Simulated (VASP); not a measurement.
# B (Fm-3m) in VASP: single point with PBEsol

Aim: the single point of B with PBEsol.

Program: VASP 6.6.1. These are calculated values, not measurements. Logs are shortened: lines on timing, memory, paths and dates and some standing lists are left out, and cuts for length are marked.

**1. The cell of the first run**

Symmetry: Fm-3m, No. 225, cubic system. Conventional cell: a = 4.620 Å, b = 4.620 Å, c = 4.620 Å, α = 90.00°, β = 90.00°, γ = 90.00°. B (site symmetry m-3m) has 12 B at 3.27 Å within 4.3 Å.

**2. Single point, PBEsol**

INCAR

```
SYSTEM = B
ALGO = Normal
EDIFF = 1E-7
ENCUT = 520
GGA = PS
ISIF = 2
ISMEAR = 1
LASPH = .True.
LCHARG = .True.
LELF = .True.
LREAL = .False.
LVHAR = .True.
LWAVE = .False.
NBANDS = 8
NELM = 80
PREC = Accurate
SIGMA = 0.1
```

KPOINTS

```
k-points
0
Gamma
  11 11 11
  0 0 0
```

POSCAR

```
B
1.0
    0.0000000000      2.3100000000      2.3100000000
    2.3100000000      0.0000000000      2.3100000000
    2.3100000000      2.3100000000      0.0000000000
B
1
Direct
    0.0000000000      0.0000000000      0.0000000000
```

Potentials or basis: VASP PAW PBE potentials, release 64 (B).

Run with:

```sh
$ cat potpaw_PBE.64/B/POTCAR > POTCAR
$ mpirun -np 1 vasp_std > vasp.out
```

OUTCAR:

```text
SYSTEM = B
   EDIFF = 1E-7
   ENCUT = 520
   GGA = PS
   ISIF = 2
   ISMEAR = 1
   LASPH = .True.
   LREAL = .False.
   NELM = 80
   PREC = Accurate

 ion  position               nearest neighbor table
   1  0.000  0.000  0.000-

  LATTYP: Found a face centered cubic cell.
 ALAT       =     4.6200000000

  Lattice vectors:

 A1 = (   0.0000000000,   2.3100000000,   2.3100000000)
 A2 = (   2.3100000000,   0.0000000000,   2.3100000000)
 A3 = (   2.3100000000,   2.3100000000,   0.0000000000)

Analysis of symmetry for initial positions (statically):
=====================================================================
 Subroutine PRICEL returns:
 Original cell was already a primitive cell.

 Routine SETGRP: Setting up the symmetry group for a
 face centered cubic supercell.

 Subroutine GETGRP returns: Found 48 space group operations
 (whereof 48 operations were pure point group operations)
 out of a pool of 48 trial point group operations.

The static configuration has the point symmetry O_h .

Analysis of symmetry for dynamics (positions and initial velocities):
=====================================================================
 Subroutine PRICEL returns:
 Original cell was already a primitive cell.

 Routine SETGRP: Setting up the symmetry group for a
 face centered cubic supercell.

 Subroutine GETGRP returns: Found 48 space group operations
 (whereof 48 operations were pure point group operations)
 out of a pool of 48 trial point group operations.

The dynamic configuration has the point symmetry O_h .

 Subroutine INISYM returns: Found 48 space group operations
 (whereof 48 operations are pure point group operations),
 and found     1 'primitive' translations

----------------------------------------------------------------------------------------

                                     Primitive cell

  volume of cell :      24.6528

  direct lattice vectors                    reciprocal lattice vectors
     0.000000000  2.310000000  2.310000000    -0.216450216  0.216450216  0.216450216
     2.310000000  0.000000000  2.310000000     0.216450216 -0.216450216  0.216450216
     2.310000000  2.310000000  0.000000000     0.216450216  0.216450216 -0.216450216

  length of vectors
     3.266833329  3.266833329  3.266833329     0.374902772  0.374902772  0.374902772

  position of ions in fractional coordinates (direct lattice)
     0.000000000  0.000000000  0.000000000

  ion indices of the primitive-cell ions
   primitive index   ion index
                 1           1

----------------------------------------------------------------------------------------

 KPOINTS: k-points

Automatic generation of k-mesh.
 Grid dimensions read from file:
 generate k-points for:   11   11   11

 Generating k-lattice:

  Cartesian coordinates                     Fractional coordinates (reciprocal lattice)
    -0.019677292  0.019677292  0.019677292     0.090909091  0.000000000  0.000000000
     0.019677292 -0.019677292  0.019677292     0.000000000  0.090909091  0.000000000
     0.019677292  0.019677292 -0.019677292     0.000000000  0.000000000  0.090909091

  Length of vectors
     0.034082070  0.034082070  0.034082070

  Shift w.r.t. Gamma in fractional coordinates (k-lattice)
     0.000000000  0.000000000  0.000000000

 Subroutine IBZKPT returns following result:
 ===========================================

 Found     56 irreducible k-points:

 Following reciprocal coordinates:
            Coordinates               Weight
  0.000000  0.000000  0.000000      1.000000
  0.090909  0.000000  0.000000      8.000000
  0.181818  0.000000  0.000000      8.000000
  0.272727  0.000000  0.000000      8.000000
  0.363636  0.000000  0.000000      8.000000
  0.454545  0.000000  0.000000      8.000000
[... 16 lines left out ...]
 -0.272727  0.181818  0.000000     24.000000
 -0.181818  0.181818  0.000000     12.000000
 [... further k-points ...]
   k-points           NKPTS =     56   k-points in BZ     NKDIM =     56   number of bands    NBANDS=      8
   number of dos      NEDOS =    301   number of ions     NIONS =      1
   total plane-waves  NPLWV =  13824
   dimension x,y,z NGX =    24 NGY =   24 NGZ =   24
   dimension x,y,z NGXF=    48 NGYF=   48 NGZF=   48
   ions per type =               1
   NGX,Y,Z   is equivalent  to a cutoff of  12.21, 12.21, 12.21 a.u.
   NGXF,Y,Z  is equivalent  to a cutoff of  24.43, 24.43, 24.43 a.u.
 SYSTEM =  B
   PREC   = accura    normal or accurate (medium, high low for compatibility)
   ISTART =      0    job   : 0-new  1-cont  2-samecut
   ICHARG =      2    charge: 1-file 2-atom 10-const
   ISPIN  =      1    spin polarized calculation?
   LNONCOLLINEAR =      F non collinear calculations
   LSORBIT =      F    spin-orbit coupling
   LASPH  =      T    aspherical Exc in radial PAW
   ENCUT  =  520.0 eV  38.22 Ry    6.18 a.u.   6.07  6.07  6.07*2*pi/ulx,y,z
   NELM   =     80;   NELMIN=  2; NELMDL= -5     # of ELM steps
   EDIFF  = 0.1E-06   stopping-criterion for ELM
   LREAL  =      F    real-space projection
   EDIFFG = 0.1E-05   stopping-criterion for IOM
   NSW    =      0    number of steps for IOM
   IBRION =     -1    ionic relax: 0-MD 1-quasi-New 2-CG
   NFREE  =      0    steps in history (QN), initial steepest desc. (CG)
   ISIF   =      2    stress and relaxation
   ISYM   =      2    0-nonsym 1-usesym 2-fastsym
   POTIM  = 0.5000    time-step for ionic-motion
   TEBEG  =    0.0;   TEEND  =   0.0 temperature during run
   PSTRESS=    0.0 pullay stress
   NELECT =       3.0000    total number of electrons
   NUPDOWN=      -1.0000    fix difference up-down
   EMIN   =  10.00;   EMAX   =-10.00  energy-range for DOS
   EFERMI =   0.00;   METHOD = LEGACY
   ISMEAR =     1;   SIGMA  =   0.10  broadening in eV -4-tet -1-fermi 0-gaus
   EFERMI_NEDOS =   21; number of points for ismear=-14 and -15
   IALGO  =     38    algorithm
   IMIX   =      4    mixing-type and parameters
     AMIX     =   0.40;   BMIX     =  1.00
     AMIX_MAG =   1.60;   BMIX_MAG =  1.00
  volume/ion in A,a.u.               =      24.65       166.37
  Fermi-wavevector in a.u.,A,eV,Ry     =   0.811260  1.533059  8.954571  0.658142
  Thomas-Fermi vector in A             =   1.920586
   LORBIT       =      0    0 simple, 1 ext, 2 COOP (PROOUT), +10 PAW based schemes
   GGA     = PS    functional components
   LHFCALC =     F    Hartree Fock is set to
   AEXX    =    0.0000 exact exchange contribution
   IVDW    =     0    specifies the selected vdW correction
   LEPSILON=     F    determine dielectric tensor
   LRPA    =     F    only Hartree local field effects (RPA)
 non-spin polarized calculation
 Methfessel and Paxton  Order N= 1 SIGMA  =   0.10
  energy-cutoff  :      520.00
  volume of cell :       24.65
 maximum number of plane-waves:       674
   NGX = 13   NGY = 13   NGZ = 13

 number of electron       3.0000001 magnetization

 Free energy of the ion-electron system (eV)
  ---------------------------------------------------
  ext. energy  EPLUGINS =         0.00000000
  ---------------------------------------------------
  free energy    TOTEN  =        -2.24493448 eV

  energy without entropy =       -2.24353641  energy(sigma->0) =       -2.24446846

 E-fermi :  -1.0393     XC(G=0):  -7.7891

 val. band max:       -1.0506861094   @ k =   0.4545   0.3636   0.0000
 cond. band min:      -0.9822818589   @ k =   0.4545   0.1818   0.0909
 fundamental gap:      0.0684042505
 Fermi energy:        -1.0392844163

 k-point     1 :       0.0000    0.0000    0.0000
  band No.  band energies     occupation
      1      -8.4696      2.00000
      2       3.4409      0.00000
      3       3.4409      0.00000
      4       3.4409      0.00000
      5      11.3683      0.00000
      6      15.1076      0.00000
      7      15.1076      0.00000
      8      15.1076      0.00000

 k-point     2 :       0.0909    0.0000    0.0000
  band No.  band energies     occupation
      1      -8.3305      2.00000
      2       2.9980      0.00000
      3       3.3851      0.00000
      4       3.3851      0.00000
      5      11.5524      0.00000
      6      14.0204      0.00000
      7      15.2806      0.00000
      8      15.2806      0.00000

 k-point     3 :       0.1818    0.0000    0.0000
  band No.  band energies     occupation
      1      -7.9177      2.00000
      2       1.8427      0.00000
      3       3.2431      0.00000
      4       3.2431      0.00000
      5      11.7738      0.00000
      6      13.0627      0.00000
      7      15.4604      0.00000
      8      15.4604      0.00000

 k-point     4 :       0.2727    0.0000    0.0000
  band No.  band energies     occupation
      1      -7.2504      2.00000
      2       0.3209     -0.00000
      3       3.0719      0.00000
      4       3.0719      0.00000
      5      11.3840      0.00000
      6      13.1770      0.00000
      7      15.0246      0.00000
      8      15.0246      0.00000

 k-point     5 :       0.3636    0.0000    0.0000
  band No.  band energies     occupation
      1      -6.3847      2.00000
      2      -1.2432      2.01405
      3       2.9272      0.00000
      4       2.9272      0.00000
      5      10.9648      0.00000
      6      13.4531      0.00000
      7      14.4166      0.00000
      8      14.4166      0.00000
[... 177 lines left out ...]
 k-point    22 :      -0.3636    0.1818    0.0000
  band No.  band energies     occupation
      1      -5.3873      2.00000
      2      -1.6959      2.00000
      3       1.2518      0.00000
      4       2.6553      0.00000
      5      10.9684      0.00000
      6      12.0379      0.00000
      7      14.2628      0.00000
      8      15.1565      0.00000

 k-point    23 :      -0.2727    0.1818    0.0000
  band No.  band energies     occupation
      1      -6.2435      2.00000
      2      -0.4411     -0.00000
      3       1.2937      0.00000
      4       2.9319      0.00000
      5      11.7400      0.00000
      6      12.2099      0.00000
      7      13.5733      0.00000
      8      15.3525      0.00000

 k-point    24 :      -0.1818    0.1818    0.0000
  band No.  band energies     occupation
      1      -7.0294      2.00000
      2       0.7259     -0.00000
      3       1.7469      0.00000
      4       3.1776      0.00000
      5      12.3142      0.00000
      6      12.4070      0.00000
      7      13.4129      0.00000
      8      15.8375      0.00000

 [... further k-points ...]
[... 5 lines left out ...]
  --------------------------------------------------------------------------------------
  -------------------------------------------------------------------------------------
  Total       -2.2794449     -2.2794449     -2.2794449     -0.0000000     -0.0000000      0.0000000
  in kB     -148.1404762   -148.1404762   -148.1404762     -0.0000000     -0.0000000      0.0000000
  external PRESSURE =    -148.1404762 kB  Pullay stress =       0.0000000 kB

 VOLUME and BASIS-vectors are now :
 -----------------------------------------------------------------------------
  energy-cutoff  :      520.00
  volume of cell :       24.65
      direct lattice vectors                 reciprocal lattice vectors
     0.000000000  2.310000000  2.310000000    -0.216450216  0.216450216  0.216450216
     2.310000000  0.000000000  2.310000000     0.216450216 -0.216450216  0.216450216
     2.310000000  2.310000000  0.000000000     0.216450216  0.216450216 -0.216450216

 POSITION                                       TOTAL-FORCE (eV/Angst)
 -----------------------------------------------------------------------------------
      0.00000      0.00000      0.00000        -0.000000      0.000000      0.000000
 -----------------------------------------------------------------------------------
    total drift:                                0.000000      0.000000     -0.000000

  FREE ENERGIE OF THE ION-ELECTRON SYSTEM (eV)
  ---------------------------------------------------
  free  energy   TOTEN  =        -2.2449344794 eV

  energy  without entropy=       -2.2435364064  energy(sigma->0) =       -2.24446846
```

Run time: 4.1 s. Hardware: 1 thread of Intel Xeon Platinum 8488C (Sapphire Rapids), shared host; peak memory 0.13 GiB.

Results:

* Free energy: -2.2449 eV
* Pressure: -14.8 GPa

Levels at points of the mesh, in eV from the Fermi level:
| k point | band 1 | band 2 | band 3 | band 4 | band 5 | band 6 |
| --- | --- | --- | --- | --- | --- | --- |
| (0.00, 0.00, 0.00) | -7.43 | 4.48 | 4.48 | 4.48 | 12.41 | 16.15 |

Caveat: the PAW data sets were made with another functional, which shifts forces and pressure a little.
